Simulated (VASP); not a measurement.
Runs of VASP 6.6.1 on ZnO. The structure is that of space group P6_3mc (No. 186), or close to it. The cells are those of the table. 

| cell | gap on the mesh (eV) | pressure (GPa) | largest force (eV/Å) |
| --- | --- | --- | --- |
| a = 3.148, b = 3.148, c = 4.870 Å, angles 90.0, 90.0, 120.0°, 4 atoms | 1.03 | 33.0 | 0.84 |
| a = 3.017, b = 3.017, c = 5.505 Å, angles 90.0, 90.0, 120.0°, 4 atoms | 0.58 | (b) | 1.42 |
| a = 3.017, b = 3.017, c = 5.081 Å, angles 90.0, 90.0, 120.0°, 4 atoms | 0.93 | 45.2 | 0.86 |
| a = 3.148, b = 3.148, c = 5.505 Å, angles 90.0, 90.0, 120.0°, 4 atoms | 0.63 | 8.5 | 0.63 |
| a = 3.017, b = 3.017, c = 5.717 Å, angles 90.0, 90.0, 120.0°, 4 atoms | (a) | 21.2 | 1.37 |

Alike in all rows: task single point; level PBE; potentials or basis VASP PAW PBE potentials, release 64 (Zn, O); no spin polarisation; k mesh 12 × 12 × 6; cutoff (eV) 520; smearing gaussian 0.05 eV.

Problem. Fill in the values left out.

Solution. (a) 0.40; (b) 27.2.

Caveats: the cell stands under pressure; forces of over 1 eV/Å act on the atoms, so gaps and moduli don't describe the material at rest (at least some runs).

